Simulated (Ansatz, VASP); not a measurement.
## PtSe2: VASP beside Ansatz

```
Pt Se
1.0
     3.76944    0.00000    0.00000
    -1.88472    3.26443    0.00000
     0.00000    0.00000    4.83098
Pt Se
1 2
Direct
  0.00000 0.00000 0.00000
  0.33333 0.66667 0.26539
  0.66667 0.33333 0.73461
```

Alike in both runs: functional PBE; dispersion D3(BJ); k mesh 9 × 9 × 6; no spin polarisation.

Ansatz relaxed the structure, and its values are those at the end. VASP's run is a single point on that final structure, the one shown.

|  | VASP | Ansatz |
| --- | --- | --- |
| version | VASP 6.6.1 | Ansatz 0.2.0 |
| potentials or method | VASP PAW PBE potentials, release 64 (Pt, Se), cutoff 520 eV | plane waves, PAW |
| occupations | methfessel-paxton of order 1, width 0.05 eV | cold, width 0.05 eV |
| valence electrons in the cell | 22 | 50 |

|  | VASP | Ansatz | Ansatz less VASP |
| --- | --- | --- | --- |
| pressure (GPa) | 0.0 | 0.0 | +0.03 |
| rms of the force components (eV/Å) | 0.004 | 0.000 | -0.0037 |

VASP's potentials hold 22 valence electrons a cell and Ansatz's 50, so a difference there can come from the potentials and not from the codes.

Spin-orbit coupling is off throughout.
